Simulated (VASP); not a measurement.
# PtS2 (P-3m1) in VASP: notebook

The runs below take PtS2 through single point, with LDA, PBE.

Program: VASP 6.6.1. These are calculated values, not measurements. Logs are shortened: lines on timing, memory, paths and dates and some standing lists are left out, and cuts for length are marked.

## 1. The cell of the first run

Symmetry: P-3m1, No. 164, trigonal system. Conventional cell: a = 3.553 Å, b = 3.553 Å, c = 5.123 Å, α = 90.00°, β = 90.00°, γ = 120.00°. Pt (site symmetry -3m) has 6 S at 2.39 Å within 3.2 Å. Within 3.2 Å of S (site symmetry 3m) lie 3 Pt at 2.39 Å and 3 S at 3.20 Å.

## 2. Single point, LDA

File INCAR:

```
ALGO     = Normal         # electronic algorithm
EDIFF    = 1E-6           # SCF threshold, eV
ENCUT    = 500            # plane-wave cutoff, eV
GGA      = CA             # functional
GGA_COMPAT= F            
ISIF     = 2              # what is computed and relaxed
ISMEAR   = 0              # smearing method
LASPH    = T              # aspherical terms in the spheres
LCHARG   = T              # write CHGCAR
LELF     = T              # ELF
LREAL    = F              # projectors in reciprocal space
LVHAR    = T            
LWAVE    = F              # write WAVECAR
NBANDS   = 18             # bands
NELM     = 120            # most SCF steps
PREC     = Accurate       # precision mode
SIGMA    = 0.01           # smearing width, eV
```

File KPOINTS:

```
k-points
0
Gamma
  12 12 4
```

File POSCAR:

```
PtS2
1.0
    3.5526240935      0.0000000000      0.0000000000
   -1.7763120467      3.0766627150      0.0000000000
    0.0000000000      0.0000000000      5.1228306381
Pt S
1 2
Direct
    0.0000000000      0.0000000000      0.0000000000
    0.3333333333      0.6666666667      0.2392542164
    0.6666666667      0.3333333333      0.7607457836
```

Potentials or basis: VASP PAW LDA potentials, release 64 (Pt, S).

Run with:

```
$ cat potpaw_LDA.64/Pt/POTCAR potpaw_LDA.64/S/POTCAR > POTCAR
$ mpirun -np 1 vasp_std > vasp.out
```

OUTCAR:

```text
EDIFF = 1E-6
   ENCUT = 500
   GGA = CA
   ISIF = 2
   ISMEAR = 0
   LASPH = T
   LREAL = F
   NELM = 120
   PREC = Accurate

 ion  position               nearest neighbor table
   1  0.000  0.000  0.000-   2 2.39   3 2.39   2 2.39   3 2.39   3 2.39   2 2.39
   2  0.333  0.667  0.239-   1 2.39   1 2.39   1 2.39
   3  0.667  0.333  0.761-   1 2.39   1 2.39   1 2.39

  LATTYP: Found a hexagonal cell.
 ALAT       =     3.5526240935
 C/A-ratio  =     1.4419849957

  Lattice vectors:

 A1 = (   3.5526240935,   0.0000000000,   0.0000000000)
 A2 = (  -1.7763120467,   3.0766627150,   0.0000000000)
 A3 = (   0.0000000000,   0.0000000000,   5.1228306381)

Analysis of symmetry for initial positions (statically):
=====================================================================
 Subroutine PRICEL returns:
 Original cell was already a primitive cell.

 Routine SETGRP: Setting up the symmetry group for a
 hexagonal supercell.

 Subroutine GETGRP returns: Found 12 space group operations
 (whereof 12 operations were pure point group operations)
 out of a pool of 24 trial point group operations.

The static configuration has the point symmetry D_3d.

Analysis of symmetry for dynamics (positions and initial velocities):
=====================================================================
 Subroutine PRICEL returns:
 Original cell was already a primitive cell.

 Routine SETGRP: Setting up the symmetry group for a
 hexagonal supercell.

 Subroutine GETGRP returns: Found 12 space group operations
 (whereof 12 operations were pure point group operations)
 out of a pool of 24 trial point group operations.

The dynamic configuration has the point symmetry D_3d.

 Subroutine INISYM returns: Found 12 space group operations
 (whereof 12 operations are pure point group operations),
 and found     1 'primitive' translations

----------------------------------------------------------------------------------------

                                     Primitive cell

  volume of cell :      55.9937

  direct lattice vectors                    reciprocal lattice vectors
     3.552624093  0.000000000  0.000000000     0.281482075  0.162513752  0.000000000
    -1.776312047  3.076662715  0.000000000     0.000000000  0.325027503  0.000000000
     0.000000000  0.000000000  5.122830638     0.000000000  0.000000000  0.195204579

  length of vectors
     3.552624093  3.552624093  5.122830638     0.325027503  0.325027503  0.195204579

  position of ions in fractional coordinates (direct lattice)
     0.000000000  0.000000000  0.000000000
     0.333333333  0.666666667  0.239254216
     0.666666667  0.333333333  0.760745784

  ion indices of the primitive-cell ions
   primitive index   ion index
                 1           1
                 2           2
                 3           3

----------------------------------------------------------------------------------------

 KPOINTS: k-points

Automatic generation of k-mesh.
 Grid dimensions read from file:
 generate k-points for:   12   12    4

 Generating k-lattice:

  Cartesian coordinates                     Fractional coordinates (reciprocal lattice)
     0.023456840  0.013542813  0.000000000     0.083333333  0.000000000  0.000000000
     0.000000000  0.027085625  0.000000000     0.000000000  0.083333333  0.000000000
     0.000000000  0.000000000  0.048801145     0.000000000  0.000000000  0.250000000

  Length of vectors
     0.027085625  0.027085625  0.048801145

  Shift w.r.t. Gamma in fractional coordinates (k-lattice)
     0.000000000  0.000000000  0.000000000

 Subroutine IBZKPT returns following result:
 ===========================================

 Found     69 irreducible k-points:

 Following reciprocal coordinates:
            Coordinates               Weight
  0.000000  0.000000  0.000000      1.000000
  0.083333  0.000000  0.000000      6.000000
  0.166667  0.000000  0.000000      6.000000
  0.250000  0.000000  0.000000      6.000000
  0.333333 -0.000000  0.000000      6.000000
  0.416667  0.000000  0.000000      6.000000
[... 16 lines left out ...]
  0.166667  0.000000  0.250000      6.000000
  0.000000  0.166667  0.250000      6.000000
 [... further k-points ...]
   k-points           NKPTS =     69   k-points in BZ     NKDIM =     69   number of bands    NBANDS=     18
   number of dos      NEDOS =    301   number of ions     NIONS =      3
   total plane-waves  NPLWV =  31360
   dimension x,y,z NGX =    28 NGY =   28 NGZ =   40
   dimension x,y,z NGXF=    56 NGYF=   56 NGZF=   80
   ions per type =               1   2
   NGX,Y,Z   is equivalent  to a cutoff of  13.10, 13.10, 12.98 a.u.
   NGXF,Y,Z  is equivalent  to a cutoff of  26.21, 26.21, 25.96 a.u.
 SYSTEM =  unknown system
   PREC   = accura    normal or accurate (medium, high low for compatibility)
   ISTART =      0    job   : 0-new  1-cont  2-samecut
   ICHARG =      2    charge: 1-file 2-atom 10-const
   ISPIN  =      1    spin polarized calculation?
   LNONCOLLINEAR =      F non collinear calculations
   LSORBIT =      F    spin-orbit coupling
   LASPH  =      T    aspherical Exc in radial PAW
   ENCUT  =  500.0 eV  36.75 Ry    6.06 a.u.   6.48  6.48  9.34*2*pi/ulx,y,z
   NELM   =    120;   NELMIN=  2; NELMDL= -5     # of ELM steps
   EDIFF  = 0.1E-05   stopping-criterion for ELM
   LREAL  =      F    real-space projection
   EDIFFG = 0.1E-04   stopping-criterion for IOM
   NSW    =      0    number of steps for IOM
   IBRION =     -1    ionic relax: 0-MD 1-quasi-New 2-CG
   NFREE  =      0    steps in history (QN), initial steepest desc. (CG)
   ISIF   =      2    stress and relaxation
   ISYM   =      2    0-nonsym 1-usesym 2-fastsym
   POTIM  = 0.5000    time-step for ionic-motion
   TEBEG  =    0.0;   TEEND  =   0.0 temperature during run
   PSTRESS=    0.0 pullay stress
   NELECT =      22.0000    total number of electrons
   NUPDOWN=      -1.0000    fix difference up-down
   EMIN   =  10.00;   EMAX   =-10.00  energy-range for DOS
   EFERMI =   0.00;   METHOD = LEGACY
   ISMEAR =     0;   SIGMA  =   0.01  broadening in eV -4-tet -1-fermi 0-gaus
   EFERMI_NEDOS =   21; number of points for ismear=-14 and -15
   IALGO  =     38    algorithm
   IMIX   =      4    mixing-type and parameters
     AMIX     =   0.40;   BMIX     =  1.00
     AMIX_MAG =   1.60;   BMIX_MAG =  1.00
  volume/ion in A,a.u.               =      18.66       125.95
  Fermi-wavevector in a.u.,A,eV,Ry     =   1.199046  2.265869 19.561265  1.437712
  Thomas-Fermi vector in A             =   2.334919
   LORBIT       =      0    0 simple, 1 ext, 2 COOP (PROOUT), +10 PAW based schemes
   GGA     = CA    functional components
   LHFCALC =     F    Hartree Fock is set to
   AEXX    =    0.0000 exact exchange contribution
   IVDW    =     0    specifies the selected vdW correction
   LEPSILON=     F    determine dielectric tensor
   LRPA    =     F    only Hartree local field effects (RPA)
 non-spin polarized calculation
 Gauss-broadening in eV      SIGMA  =   0.01
  energy-cutoff  :      500.00
  volume of cell :       55.99
 maximum number of plane-waves:      1459
 NGX is ok and might be reduce to    28
   NGX = 13   NGY = 13   NGZ = 19

 number of electron      21.9999996 magnetization

 Free energy of the ion-electron system (eV)
  ---------------------------------------------------
  ext. energy  EPLUGINS =         0.00000000
  ---------------------------------------------------
  free energy    TOTEN  =       -18.14667270 eV

  energy without entropy =      -18.14667270  energy(sigma->0) =      -18.14667270

 E-fermi :   6.4137     XC(G=0): -10.8496

 val. band max:        6.2992933528   @ k =   0.0000   0.1667   0.2500
 cond. band min:       6.9533728126   @ k =   0.0000   0.2500   0.2500
 fundamental gap:      0.6540794598
 Fermi energy:         6.4137046269

 k-point     1 :       0.0000    0.0000    0.0000
  band No.  band energies     occupation
      1      -8.7910      2.00000
      2      -5.9333      2.00000
      3      -0.5329      2.00000
      4      -0.2042      2.00000
      5      -0.2042      2.00000
      6       2.5548      2.00000
[... 10 lines left out ...]
     17      14.2973      0.00000
     18      18.5597      0.00000

 k-point     2 :       0.0833    0.0000    0.0000
  band No.  band energies     occupation
      1      -8.7021      2.00000
      2      -5.9748      2.00000
      3      -0.4390      2.00000
      4      -0.1481      2.00000
      5      -0.1451      2.00000
      6       2.4236      2.00000
[... 10 lines left out ...]
     17      14.5806      0.00000
     18      17.5692      0.00000

 k-point     3 :       0.1667    0.0000    0.0000
  band No.  band energies     occupation
      1      -8.4448      2.00000
      2      -6.0868      2.00000
      3      -0.1899      2.00000
      4       0.0039      2.00000
      5       0.0475      2.00000
      6       1.9806      2.00000
[... 10 lines left out ...]
     17      15.2701      0.00000
     18      16.1076      0.00000

 k-point     4 :       0.2500    0.0000    0.0000
  band No.  band energies     occupation
      1      -8.0506      2.00000
      2      -6.2383      2.00000
      3       0.0478      2.00000
      4       0.1994      2.00000
      5       0.4585      2.00000
      6       1.2628      2.00000
[... 375 lines left out ...]
      4      -0.1479      2.00000
      5       0.2684      2.00000
      6       2.3898      2.00000
[... 10 lines left out ...]
     17      14.7156      0.00000
     18      16.3345      0.00000

 k-point    23 :       0.1667    0.0000    0.2500
  band No.  band energies     occupation
      1      -8.2873      2.00000
      2      -6.4003      2.00000
      3      -0.2568      2.00000
      4       0.0297      2.00000
      5       0.5376      2.00000
      6       2.0124      2.00000
[... 10 lines left out ...]
     17      14.7787      0.00000
     18      15.6882      0.00000

 k-point    24 :       0.0000    0.1667    0.2500
  band No.  band energies     occupation
      1      -8.2979      2.00000
      2      -6.3723      2.00000
      3      -0.3503      2.00000
      4      -0.0121      2.00000
      5       0.6186      2.00000
      6       1.8827      2.00000
[... 10 lines left out ...]
     17      15.1866      0.00000
     18      15.6789      0.00000

 [... further k-points ...]

------------------------ aborting loop because EDIFF is reached ----------------------------------------

  FORCE on cell =-STRESS in cart. coord.  units (eV):
  Direction    XX          YY          ZZ          XY          YZ          ZX
  --------------------------------------------------------------------------------------
  -------------------------------------------------------------------------------------
  Total       -1.3457582     -1.3457582     -1.5772912     -0.0000000      0.0000000      0.0000000
  in kB      -38.5068923    -38.5068923    -45.1318677     -0.0000000      0.0000000      0.0000000
  external PRESSURE =     -40.7152174 kB  Pullay stress =       0.0000000 kB

 VOLUME and BASIS-vectors are now :
 -----------------------------------------------------------------------------
  energy-cutoff  :      500.00
  volume of cell :       55.99
      direct lattice vectors                 reciprocal lattice vectors
     3.552624093  0.000000000  0.000000000     0.281482075  0.162513752  0.000000000
    -1.776312047  3.076662715  0.000000000     0.000000000  0.325027503  0.000000000
     0.000000000  0.000000000  5.122830638     0.000000000  0.000000000  0.195204579

 POSITION                                       TOTAL-FORCE (eV/Angst)
 -----------------------------------------------------------------------------------
      0.00000      0.00000      0.00000         0.000000      0.000000      0.000000
     -0.00000      2.05111      1.22566        -0.000000      0.000000     -0.339791
      1.77631      1.02555      3.89717         0.000000     -0.000000      0.339791
 -----------------------------------------------------------------------------------
    total drift:                               -0.000000     -0.000000     -0.000000

  FREE ENERGIE OF THE ION-ELECTRON SYSTEM (eV)
  ---------------------------------------------------
  free  energy   TOTEN  =       -18.1466727000 eV

  energy  without entropy=      -18.1466727000  energy(sigma->0) =      -18.14667270
```

It took 24 s on 1 thread of Intel Xeon 6975P-C (Granite Rapids), shared host; peak memory 0.19 GiB.

Results:

```
Free energy            : -18.1467 eV
Pressure               : -4.1 GPa
Largest force          : 0.340 eV/Å
Band gap on the k mesh : 0.65 eV, indirect (least direct gap 0.76 eV)
```

Forces in eV/Å, atoms in the order of the input:
```
Pt   0.000  0.000  0.000
S    0.000  0.000 -0.340
S    0.000  0.000  0.340
```

Stress tensor (GPa, compression positive):
```
-3.85  0.00  0.00
 0.00 -3.85  0.00
 0.00  0.00 -4.51
```

Caveat: spin-orbit coupling is left out, which moves the levels of the heavy elements. A k mesh can miss the band edges.

## 3. Single point, PBE, non-collinear spin, zero start, spin-orbit coupling

File INCAR:

```
PREC = Accurate
ENCUT = 500
EDIFF = 1E-6
ISMEAR = -1
SIGMA = 0.02
LREAL = False
LASPH = True
NELM = 200
ALGO = Normal
ISIF = 2
LWAVE = False
LCHARG = True
LNONCOLLINEAR = True
MAGMOM = 0 0 0 0 0 0 0 0 0
LORBIT = 11
LSORBIT = True
GGA_COMPAT = False
LORBMOM = True
LMAXMIX = 4
GGA = PE
LVHAR = True
NBANDS = 35
```

File KPOINTS:

```
regular mesh
0
Gamma
  6 6 4
```

POSCAR is that of step 2.

Potentials or basis: VASP PAW PBE potentials, release 64 (Pt, S).

Run with:

```
$ cat potpaw_PBE.64/Pt/POTCAR potpaw_PBE.64/S/POTCAR > POTCAR
$ mpirun -np 1 vasp_ncl > vasp.out
```

OUTCAR:

```text
PREC = Accurate
   ENCUT = 500
   EDIFF = 1E-6
   ISMEAR = -1
   LREAL = False
   LASPH = True
   NELM = 200
   ISIF = 2
   LNONCOLLINEAR = True
   LORBIT = 11
   LSORBIT = True
   GGA = PE

 ion  position               nearest neighbor table
   1  0.000  0.000  0.000-   2 2.39   3 2.39   2 2.39   3 2.39   3 2.39   2 2.39
   2  0.333  0.667  0.239-   1 2.39   1 2.39   1 2.39
   3  0.667  0.333  0.761-   1 2.39   1 2.39   1 2.39

  LATTYP: Found a hexagonal cell.
 ALAT       =     3.5526240935
 C/A-ratio  =     1.4419849957

  Lattice vectors:

 A1 = (   3.5526240935,   0.0000000000,   0.0000000000)
 A2 = (  -1.7763120467,   3.0766627150,   0.0000000000)
 A3 = (   0.0000000000,   0.0000000000,   5.1228306381)
[... 1208 lines left out ...]
     0.0000000     0.0000000     0.0000000     0.0000000     0.0000000     0.0000000     0.0000000
     0.0000000     0.0000000     0.0000000     0.0000000     0.0000000     0.0000000     0.0000000
     0.0000000     0.0000000     0.0000000     0.0000000     0.0000000     0.0000000     0.0000000
     0.0000000     0.0000000     0.0000000     0.0000000     0.0000000     0.0000000     0.0000000
     0.0000000     0.0000000     0.0000000     0.0000000     0.0000000     0.0000000     0.0000000

 total charge

# of ion       s       p       d       tot
------------------------------------------
    1        0.698   0.799   7.955   9.452
    2        1.363   2.278   0.000   3.641
    3        1.363   2.278   0.000   3.641
--------------------------------------------------
tot          3.423   5.355   7.955  16.733

 magnetization (x)

# of ion       s       p       d       tot
------------------------------------------
    1        0.000   0.000   0.000   0.000
    2        0.000   0.000   0.000   0.000
    3        0.000   0.000   0.000   0.000
--------------------------------------------------
tot          0.000   0.000   0.000   0.000

 magnetization (y)

# of ion       s       p       d       tot
------------------------------------------
    1        0.000   0.000   0.000   0.000
    2        0.000   0.000   0.000   0.000
    3        0.000   0.000   0.000   0.000
--------------------------------------------------
tot          0.000   0.000   0.000   0.000

 magnetization (z)

# of ion       s       p       d       tot
------------------------------------------
    1        0.000  -0.000   0.000   0.000
    2        0.000   0.000   0.000   0.000
    3        0.000   0.000   0.000   0.000
--------------------------------------------------
tot          0.000  -0.000   0.000   0.000
```

OSZICAR:

```text
N       E                     dE             d eps       ncg     rms          rms(c)
DAV:   1     0.116523445184E+03    0.11652E+03   -0.99098E+03  1688   0.110E+03
DAV:   2    -0.100131664620E+02   -0.12654E+03   -0.11938E+03  1974   0.231E+02
DAV:   3    -0.170658525230E+02   -0.70527E+01   -0.69499E+01  2066   0.535E+01
DAV:   4    -0.171751750361E+02   -0.10932E+00   -0.10915E+00  2084   0.748E+00
DAV:   5    -0.171773951518E+02   -0.22201E-02   -0.22193E-02  2089   0.105E+00    0.198E+01
DAV:   6    -0.160318886991E+02    0.11455E+01   -0.55679E+00  1736   0.257E+01    0.132E+01
DAV:   7    -0.158031544868E+02    0.22873E+00   -0.11420E+00  1734   0.114E+01    0.648E+00
DAV:   8    -0.157885605018E+02    0.14594E-01   -0.79812E-02  2013   0.170E+00    0.245E+00
DAV:   9    -0.157807744313E+02    0.77861E-02   -0.11646E-02  1958   0.123E+00    0.544E-01
DAV:  10    -0.157806646466E+02    0.10978E-03   -0.32865E-03  2034   0.427E-01    0.159E-01
DAV:  11    -0.157807578920E+02   -0.93245E-04   -0.30506E-04  1937   0.135E-01    0.761E-02
DAV:  12    -0.157807797649E+02   -0.21873E-04   -0.21802E-05  2058   0.442E-02    0.304E-02
DAV:  13    -0.157807830957E+02   -0.33309E-05   -0.38867E-06  1907   0.159E-02    0.142E-02
DAV:  14    -0.157807843153E+02   -0.12196E-05   -0.21821E-06  1972   0.110E-02    0.460E-03
DAV:  15    -0.157807846227E+02   -0.30739E-06   -0.24137E-07  1298   0.338E-03
   1 F= -.15780785E+02 E0= -.15780785E+02  d E =-.110486E-09  mag=     0.0000    -0.0000     0.0000
```

Wall time 50 s (1 thread of Intel Xeon 6975P-C (Granite Rapids), shared host); peak memory 0.33 GiB.

Results:

```yaml
Free_energy: -15.7808 eV
Pressure: 3.4 GPa
Largest_force: 0.062 eV/Å
Net_moment: 0.00 μB per cell
Valence_electrons_inside_the_program's_atomic_spheres: Pt 9.45; S 3.64
```

Forces on the atoms (eV/Å):
```
Pt   0.000  0.000  0.000
S    0.000  0.000  0.062
S    0.000  0.000 -0.062
```

Moments on the atoms (μB; x, y, z):
```
Pt  0.00 0.00 0.00
S   0.00 0.00 0.00
S   0.00 0.00 0.00
```
